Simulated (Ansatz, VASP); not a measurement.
# Ti: VASP beside Ansatz

```
Ti
1.0
    -1.64100    1.64100    1.64100
     1.64100   -1.64100    1.64100
     1.64100    1.64100   -1.64100
Ti
1
Direct
  0.00000 0.00000 0.00000
```

Alike in both runs: task single point; functional PBE; k mesh 11 × 11 × 11; occupations gaussian, width 0.014 eV; no spin polarisation.

```csv
,VASP,Ansatz
version,VASP 6.6.1,Ansatz 0.2.0
potentials or method,"VASP PAW PBE potentials, release 64 (Ti_sv)",Ansatz PAW
plane-wave cutoff (eV),500,420
valence electrons in the cell,12,12
```

Ansatz gave:

| Quantity | Value |
| --- | --- |
| gap on the k mesh at the Fermi level (eV) | none |
| pressure (GPa) | -2.9 |

Q: What did VASP give for the same quantities?

A: gap on the k mesh at the Fermi level (eV): none; pressure (GPa): -3.2.

A gap of «none» marks a metal or a gap that the smearing closes.
